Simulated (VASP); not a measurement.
Runs of VASP 6.6.1 on TaN. The structure is cubic, space group Fm-3m (No. 225). Conventional cell: a = 4.358 Å, b = 4.358 Å, c = 4.358 Å, α = 90.00°, β = 90.00°, γ = 90.00°. Ta (site symmetry m-3m) has 6 N at 2.18 Å within 2.9 Å. N (site symmetry m-3m) has 6 Ta at 2.18 Å within 2.9 Å. 

```csv
potentials or basis,k mesh,cutoff (eV),second run,gap on the mesh (eV),pressure (GPa)
"VASP PAW PBE potentials, release 64 (Ta_pv, N)",7 × 7 × 7,520,-,none,15.4
"VASP PAW PBE potentials, release 64 (Ta_pv, N)",3 × 3 × 3,520,-,none,(a)
"VASP PAW PBE potentials, release 64 (Ta_sv_GW, N)",7 × 7 × 7,600,valence_matched,none,14.4
"VASP PAW PBE potentials, release 64 (Ta_sv_GW, N)",5 × 5 × 5,600,valence_matched,none,14.0
"VASP PAW PBE potentials, release 64 (Ta_pv, N)",11 × 11 × 11,520,-,none,(b)
```

Alike in all rows: task single point; level PBE; no spin polarisation; cell as given; smearing methfessel-paxton 0.1 eV.

**Question.** Fill in the values left out.

**Answer.** (a) 22.1; (b) 15.5.

Caveats: some runs use coarse meshes; spin-orbit coupling is left out, which moves the levels of the heavy elements.

A k mesh can miss the band edges, and the runs leave out spin-orbit coupling on Ta.

A gap of «none» marks levels without a gap at the run's occupations.

The runs don't all hold the same shells in valence.
